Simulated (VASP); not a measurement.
# AlN (P6_3mc) in VASP: notebook

Runs on AlN. Level: r2SCAN. Tasks: single point.

Program: VASP 6.6.1. These are calculated values, not measurements. Logs are shortened: lines on timing, memory, paths and dates and some standing lists are left out, and cuts for length are marked.

## Step 1: The cell of the first run

The structure is hexagonal, space group P6_3mc (No. 186). Conventional cell: a = 2.858 Å, b = 2.858 Å, c = 5.377 Å, α = 90.00°, β = 90.00°, γ = 120.00°. Al (site symmetry 3m) has 4 N at 1.77 to 2.05 Å within 2.3 Å. Within 2.3 Å of N (site symmetry 3m) lie 4 Al at 1.77 to 2.05 Å.

## Step 2: Single point, r2SCAN (strain -0.080 along x and y, +0.080 along z)

POSCAR

```
AlN
1.0
    2.8581321112      0.0000000000      0.0000000000
   -1.4290660556      2.4752150157      0.0000000000
    0.0000000000      0.0000000000      5.3766772303
Al N
2 2
Direct
    0.3333333333      0.6666666667      0.0016929024
    0.6666666667      0.3333333333      0.5016929024
    0.3333333333      0.6666666667      0.3833070976
    0.6666666667      0.3333333333      0.8833070976
```

INCAR.step1

```
SYSTEM = AlN
ALGO = Normal ; EDIFF = 1E-4
ENCUT = 520 ; GGA = PE
ISMEAR = 0 ; LASPH = .TRUE.
LCHARG = .FALSE. ; LREAL = .FALSE.
LWAVE = .TRUE. ; NBANDS = 16
NELM = 60 ; PREC = Accurate
SIGMA = 0.05
```

INCAR.step2

```
SYSTEM = AlN
ALGO = Normal ; EDIFF = 1E-7
ENCUT = 520 ; ISIF = 2
ISMEAR = 0 ; ISTART = 1
LASPH = .TRUE. ; LCHARG = .TRUE.
LELF = .TRUE. ; LMIXTAU = .TRUE.
LREAL = .FALSE. ; LVHAR = .TRUE.
LWAVE = .FALSE. ; METAGGA = R2SCAN
NBANDS = 16 ; NELM = 60
PREC = Accurate ; SIGMA = 0.05
```

KPOINTS

```
k-points
0
G
  12 12 6
  0 0 0
```

Potentials or basis: VASP PAW PBE potentials, release 64 (Al, N).

The run is started by

```sh
> cat potpaw_PBE.64/Al/POTCAR potpaw_PBE.64/N/POTCAR > POTCAR
> cp INCAR.step1 INCAR
> mpirun -np 1 vasp_std > vasp.out
> cp INCAR.step2 INCAR
> mpirun -np 1 vasp_std > vasp.out
```

OUTCAR:

```text
SYSTEM = AlN
   EDIFF = 1E-7
   ENCUT = 520
   ISIF = 2
   ISMEAR = 0
   ISTART = 1
   LASPH = .TRUE.
   LREAL = .FALSE.
   METAGGA = R2SCAN
   NELM = 60
   PREC = Accurate

 ion  position               nearest neighbor table
   1  0.333  0.667  0.002-   4 1.77   4 1.77   4 1.77   3 2.05   2 3.15   2 3.15   2 3.15   2 3.15
                             2 3.15   2 3.15
   2  0.667  0.333  0.502-   3 1.77   3 1.77   3 1.77   4 2.05   1 3.15   1 3.15   1 3.15   1 3.15
                             1 3.15   1 3.15
   3  0.333  0.667  0.383-   2 1.77   2 1.77   2 1.77   1 2.05
   4  0.667  0.333  0.883-   1 1.77   1 1.77   1 1.77   2 2.05

  LATTYP: Found a hexagonal cell.
 ALAT       =     2.8581321112
 C/A-ratio  =     1.8811856909

  Lattice vectors:

 A1 = (   2.8581321112,   0.0000000000,   0.0000000000)
 A2 = (  -1.4290660556,   2.4752150157,   0.0000000000)
 A3 = (   0.0000000000,   0.0000000000,   5.3766772303)

Analysis of symmetry for initial positions (statically):
=====================================================================
 Subroutine PRICEL returns:
 Original cell was already a primitive cell.

 Routine SETGRP: Setting up the symmetry group for a
 hexagonal supercell.

 Subroutine GETGRP returns: Found 12 space group operations
 (whereof  6 operations were pure point group operations)
 out of a pool of 24 trial point group operations.

The static configuration has the point symmetry C_3v.
 The point group associated with its full space group is C_6v.

Analysis of symmetry for dynamics (positions and initial velocities):
=====================================================================
 Subroutine PRICEL returns:
 Original cell was already a primitive cell.

 Routine SETGRP: Setting up the symmetry group for a
 hexagonal supercell.

 Subroutine GETGRP returns: Found 12 space group operations
 (whereof  6 operations were pure point group operations)
 out of a pool of 24 trial point group operations.

The dynamic configuration has the point symmetry C_3v.
 The point group associated with its full space group is C_6v.

 Subroutine INISYM returns: Found 12 space group operations
 (whereof  6 operations are pure point group operations),
 and found     1 'primitive' translations

----------------------------------------------------------------------------------------

                                     Primitive cell

  volume of cell :      38.0373

  direct lattice vectors                    reciprocal lattice vectors
     2.858132111  0.000000000  0.000000000     0.349878858  0.202002653  0.000000000
    -1.429066056  2.475215016  0.000000000     0.000000000  0.404005306  0.000000000
     0.000000000  0.000000000  5.376677230     0.000000000  0.000000000  0.185988475

  length of vectors
     2.858132111  2.858132111  5.376677230     0.404005306  0.404005306  0.185988475

  position of ions in fractional coordinates (direct lattice)
     0.333333333  0.666666667  0.001692902
     0.666666667  0.333333333  0.501692902
     0.333333333  0.666666667  0.383307098
     0.666666667  0.333333333  0.883307098

  ion indices of the primitive-cell ions
   primitive index   ion index
                 1           1
                 2           2
                 3           3
                 4           4

----------------------------------------------------------------------------------------

 KPOINTS: k-points

Automatic generation of k-mesh.
 Grid dimensions read from file:
 generate k-points for:   12   12    6

 Generating k-lattice:

  Cartesian coordinates                     Fractional coordinates (reciprocal lattice)
     0.029156572  0.016833554  0.000000000     0.083333333  0.000000000  0.000000000
     0.000000000  0.033667109  0.000000000     0.000000000  0.083333333  0.000000000
     0.000000000  0.000000000  0.030998079     0.000000000  0.000000000  0.166666667

  Length of vectors
     0.033667109  0.033667109  0.030998079

  Shift w.r.t. Gamma in fractional coordinates (k-lattice)
     0.000000000  0.000000000  0.000000000

 Subroutine IBZKPT returns following result:
 ===========================================

 Found     76 irreducible k-points:

 Following reciprocal coordinates:
            Coordinates               Weight
  0.000000  0.000000  0.000000      1.000000
  0.083333  0.000000  0.000000      6.000000
  0.166667  0.000000  0.000000      6.000000
  0.250000  0.000000  0.000000      6.000000
  0.333333  0.000000  0.000000      6.000000
  0.416667  0.000000  0.000000      6.000000
[... 16 lines left out ...]
  0.250000  0.000000  0.166667     12.000000
  0.333333  0.000000  0.166667     12.000000
 [... further k-points ...]
   k-points           NKPTS =     76   k-points in BZ     NKDIM =     76   number of bands    NBANDS=     16
   number of dos      NEDOS =    301   number of ions     NIONS =      4
   total plane-waves  NPLWV =  23040
   dimension x,y,z NGX =    24 NGY =   24 NGZ =   40
   dimension x,y,z NGXF=    48 NGYF=   48 NGZF=   80
   ions per type =               2   2
   NGX,Y,Z   is equivalent  to a cutoff of  13.96, 13.96, 12.37 a.u.
   NGXF,Y,Z  is equivalent  to a cutoff of  27.92, 27.92, 24.74 a.u.
 SYSTEM =  AlN
   PREC   = accura    normal or accurate (medium, high low for compatibility)
   ISTART =      1    job   : 0-new  1-cont  2-samecut
   ICHARG =      0    charge: 1-file 2-atom 10-const
   ISPIN  =      1    spin polarized calculation?
   LNONCOLLINEAR =      F non collinear calculations
   LSORBIT =      F    spin-orbit coupling
   LASPH  =      T    aspherical Exc in radial PAW
   ENCUT  =  520.0 eV  38.22 Ry    6.18 a.u.   5.31  5.31 10.00*2*pi/ulx,y,z
   NELM   =     60;   NELMIN=  2; NELMDL=  0     # of ELM steps
   EDIFF  = 0.1E-06   stopping-criterion for ELM
   LREAL  =      F    real-space projection
   EDIFFG = 0.1E-05   stopping-criterion for IOM
   NSW    =      0    number of steps for IOM
   IBRION =     -1    ionic relax: 0-MD 1-quasi-New 2-CG
   NFREE  =      0    steps in history (QN), initial steepest desc. (CG)
   ISIF   =      2    stress and relaxation
   ISYM   =      2    0-nonsym 1-usesym 2-fastsym
   POTIM  = 0.5000    time-step for ionic-motion
   TEBEG  =    0.0;   TEEND  =   0.0 temperature during run
   PSTRESS=    0.0 pullay stress
   NELECT =      16.0000    total number of electrons
   NUPDOWN=      -1.0000    fix difference up-down
   EMIN   =  10.00;   EMAX   =-10.00  energy-range for DOS
   EFERMI =   0.00;   METHOD = LEGACY
   ISMEAR =     0;   SIGMA  =   0.05  broadening in eV -4-tet -1-fermi 0-gaus
   EFERMI_NEDOS =   21; number of points for ismear=-14 and -15
   IALGO  =     38    algorithm
   IMIX   =      4    mixing-type and parameters
     AMIX     =   0.40;   BMIX     =  1.00
     AMIX_MAG =   1.60;   BMIX_MAG =  1.00
  volume/ion in A,a.u.               =       9.51        64.17
  Fermi-wavevector in a.u.,A,eV,Ry     =   1.226625  2.317985 20.471442  1.504609
  Thomas-Fermi vector in A             =   2.361619
   LORBIT       =      0    0 simple, 1 ext, 2 COOP (PROOUT), +10 PAW based schemes
   METAGGA = R2SCAN    functional components
   LHFCALC =     F    Hartree Fock is set to
   AEXX    =    0.0000 exact exchange contribution
   IVDW    =     0    specifies the selected vdW correction
   LEPSILON=     F    determine dielectric tensor
   LRPA    =     F    only Hartree local field effects (RPA)
 non-spin polarized calculation
 Gauss-broadening in eV      SIGMA  =   0.05
  energy-cutoff  :      520.00
  volume of cell :       38.04
 maximum number of plane-waves:      1052
 NGX is ok and might be reduce to    24
   NGX = 11   NGY = 11   NGZ = 19

 number of electron      15.9999997 magnetization

 Free energy of the ion-electron system (eV)
  ---------------------------------------------------
  ext. energy  EPLUGINS =         0.00000000
  ---------------------------------------------------
  free energy    TOTEN  =       -37.13048641 eV

  energy without entropy =      -37.13048641  energy(sigma->0) =      -37.13048641

 E-fermi :   7.1145     XC(G=0): -11.8180

 val. band max:        6.8923133284   @ k =   0.0000   0.0000   0.0000
 cond. band min:      11.5342884055   @ k =   0.0000   0.0000   0.0000
 fundamental gap:      4.6419750772
 Fermi energy:         7.1145018509

 k-point     1 :       0.0000    0.0000    0.0000
  band No.  band energies     occupation
      1      -9.7725      2.00000
      2      -8.0908      2.00000
      3      -0.1045      2.00000
      4       5.9789      2.00000
      5       6.5880      2.00000
      6       6.5880      2.00000
[... 8 lines left out ...]
     15      22.9199      0.00000
     16      22.9199      0.00000

 k-point     2 :       0.0833    0.0000    0.0000
  band No.  band energies     occupation
      1      -9.6584      2.00000
      2      -8.0043      2.00000
      3       0.0311      2.00000
      4       5.9733      2.00000
      5       6.1109      2.00000
      6       6.4505      2.00000
[... 8 lines left out ...]
     15      22.4145      0.00000
     16      22.9044      0.00000

 k-point     3 :       0.1667    0.0000    0.0000
  band No.  band energies     occupation
      1      -9.3265      2.00000
      2      -7.7592      2.00000
      3       0.4311      2.00000
      4       4.9022      2.00000
      5       5.3607      2.00000
      6       6.0515      2.00000
[... 8 lines left out ...]
     15      22.0599      0.00000
     16      22.3179      0.00000

 k-point     4 :       0.2500    0.0000    0.0000
  band No.  band energies     occupation
      1      -8.8104      2.00000
      2      -7.4037      2.00000
      3       1.0726      2.00000
      4       3.4616      2.00000
      5       4.1414      2.00000
      6       5.8346      2.00000
[... 8 lines left out ...]
     15      21.1736      0.00000
     16      23.1303      0.00000
[... 324 lines left out ...]
 k-point    22 :       0.1667    0.0000    0.1667
  band No.  band energies     occupation
      1      -9.2436      2.00000
      2      -7.8969      2.00000
      3       0.7303      2.00000
      4       4.8092      2.00000
      5       5.1419      2.00000
      6       5.8939      2.00000
[... 8 lines left out ...]
     15      22.0192      0.00000
     16      22.6158      0.00000

 k-point    23 :       0.2500    0.0000    0.1667
  band No.  band energies     occupation
      1      -8.7338      2.00000
      2      -7.5227      2.00000
      3       1.2989      2.00000
      4       3.5107      2.00000
      5       4.0182      2.00000
      6       5.7758      2.00000
[... 8 lines left out ...]
     15      21.3555      0.00000
     16      23.1308      0.00000

 k-point    24 :       0.3333    0.0000    0.1667
  band No.  band energies     occupation
      1      -8.1150      2.00000
      2      -7.1240      2.00000
      3       1.7211      2.00000
      4       2.4593      2.00000
      5       2.9828      2.00000
      6       5.5806      2.00000
[... 8 lines left out ...]
     15      20.7012      0.00000
     16      23.7111      0.00000

 [... further k-points ...]
[... 5 lines left out ...]
  --------------------------------------------------------------------------------------
  -------------------------------------------------------------------------------------
  Total       14.1349398     14.1349398     -5.4299896      0.0000000      0.0000000      0.0000000
  in kB      595.3815173    595.3815173   -228.7180217      0.0000000      0.0000000      0.0000000
  external PRESSURE =     320.6816710 kB  Pullay stress =       0.0000000 kB

 VOLUME and BASIS-vectors are now :
 -----------------------------------------------------------------------------
  energy-cutoff  :      520.00
  volume of cell :       38.04
      direct lattice vectors                 reciprocal lattice vectors
     2.858132111  0.000000000  0.000000000     0.349878858  0.202002653  0.000000000
    -1.429066056  2.475215016  0.000000000     0.000000000  0.404005306  0.000000000
     0.000000000  0.000000000  5.376677230     0.000000000  0.000000000  0.185988475

 POSITION                                       TOTAL-FORCE (eV/Angst)
 -----------------------------------------------------------------------------------
     -0.00000      1.65014      0.00910        -0.000000      0.000000      1.648072
      1.42907      0.82507      2.69744         0.000000     -0.000000      1.648072
     -0.00000      1.65014      2.06092         0.000000      0.000000     -1.648072
      1.42907      0.82507      4.74926         0.000000     -0.000000     -1.648072
 -----------------------------------------------------------------------------------
    total drift:                               -0.000000      0.000000     -0.021352

  FREE ENERGIE OF THE ION-ELECTRON SYSTEM (eV)
  ---------------------------------------------------
  free  energy   TOTEN  =       -37.1304864053 eV

  energy  without entropy=      -37.1304864053  energy(sigma->0) =      -37.13048641
```

It took 56 s on 1 thread of Intel Xeon 6975P-C (Granite Rapids), shared host; peak memory 0.18 GiB.

What came out:

* Free energy: -37.1305 eV
* Pressure: 32.1 GPa
* Largest force: 1.648 eV/Å
* Band gap on the k mesh: 4.64 eV, direct

Forces in eV/Å, atoms in the order of the input:
```
Al   0.000  0.000  1.648
Al   0.000  0.000  1.648
N    0.000  0.000 -1.648
N    0.000  0.000 -1.648
```

Caveat: the cell differs from its parent crystal (strain -0.080 along x and y, +0.080 along z); the PAW data sets were made with another functional, which shifts forces and pressure a little. A k mesh can miss the band edges.

## Step 3: Single point, r2SCAN (strain +0.000 along x and y, -0.080 along z)

POSCAR

```
AlN
1.0
    3.1066653383      0.0000000000      0.0000000000
   -1.5533326691      2.6904511040      0.0000000000
    0.0000000000      0.0000000000      4.5801324555
Al N
2 2
Direct
    0.3333333333      0.6666666667      0.0016929024
    0.6666666667      0.3333333333      0.5016929024
    0.3333333333      0.6666666667      0.3833070976
    0.6666666667      0.3333333333      0.8833070976
```

INCAR.step1

```
SYSTEM = AlN
PREC     = Accurate       ! precision mode
ENCUT    = 520            ! plane-wave cutoff, eV
ISMEAR   = 0              ! smearing method
SIGMA    = 0.05           ! smearing width, eV
LREAL    = .False.        ! projectors in reciprocal space
LASPH    = .True.         ! aspherical terms in the spheres
NELM     = 60             ! most SCF steps
NBANDS   = 16             ! bands
GGA      = PE             ! functional
ALGO     = Normal         ! electronic algorithm
EDIFF    = 1E-4           ! SCF threshold, eV
LWAVE    = .True.         ! write WAVECAR
LCHARG   = .False.        ! write CHGCAR
```

INCAR.step2

```
SYSTEM = AlN
PREC     = Accurate       ! precision mode
ENCUT    = 520            ! plane-wave cutoff, eV
EDIFF    = 1E-6           ! SCF threshold, eV
ISMEAR   = 0              ! smearing method
SIGMA    = 0.05           ! smearing width, eV
LREAL    = .False.        ! projectors in reciprocal space
LASPH    = .True.         ! aspherical terms in the spheres
NELM     = 60             ! most SCF steps
ALGO     = Normal         ! electronic algorithm
ISIF     = 2              ! what is computed and relaxed
LWAVE    = .False.        ! write WAVECAR
LCHARG   = .True.         ! write CHGCAR
METAGGA  = R2SCAN         ! meta-GGA
LMIXTAU  = .True.       
LELF     = .True.         ! ELF
LVHAR    = .True.       
NBANDS   = 16             ! bands
ISTART   = 1
```

KPOINTS

```
regular mesh
0
Gamma
  12 12 6
  0 0 0
```

Potentials or basis: VASP PAW PBE potentials, release 64 (Al, N).

The run is started by

```sh
> cat potpaw_PBE.64/Al/POTCAR potpaw_PBE.64/N/POTCAR > POTCAR
> cp INCAR.step1 INCAR
> mpirun -np 1 vasp_std > vasp.out
> cp INCAR.step2 INCAR
> mpirun -np 1 vasp_std > vasp.out
```

Wall time 46 s (1 thread of Intel Xeon 6975P-C (Granite Rapids), shared host); peak memory 0.18 GiB.

The run converged. Its results:

| Property | Result |
| --- | --- |
| Free energy | -37.9721 eV |
| Pressure | 21.6 GPa |
| Largest force | 1.988 eV/Å |
| Band gap on the k mesh | 5.40 eV, direct |

Forces on the atoms (eV/Å):
```
Al   0.000  0.000 -1.988
Al   0.000  0.000 -1.988
N    0.000  0.000  1.988
N    0.000  0.000  1.988
```

Stress tensor (GPa, compression positive):
```
 6.48  0.00  0.00
 0.00  6.48  0.00
 0.00  0.00 51.78
```

Levels at points of the mesh, in eV from the valence-band top:
```tsv
k point	band 6	band 7	band 8	band 9	band 10	band 11
(0.00, 0.00, 0.00)	-0.60	-0.60	0.00	5.40	7.24	11.59
(0.50, 0.00, 0.00)	-2.89	-2.10	-0.90	6.16	7.00	9.47
(0.00, 0.00, 0.50)	-1.10	-1.10	-1.10	7.38	7.38	11.90
(0.50, 0.00, 0.50)	-2.02	-1.47	-1.47	6.28	6.28	10.73
```

Caveat: the cell differs from its parent crystal (strain +0.000 along x and y, -0.080 along z); the PAW data sets were made with another functional, which shifts forces and pressure a little.

[end of part 1 of 2]
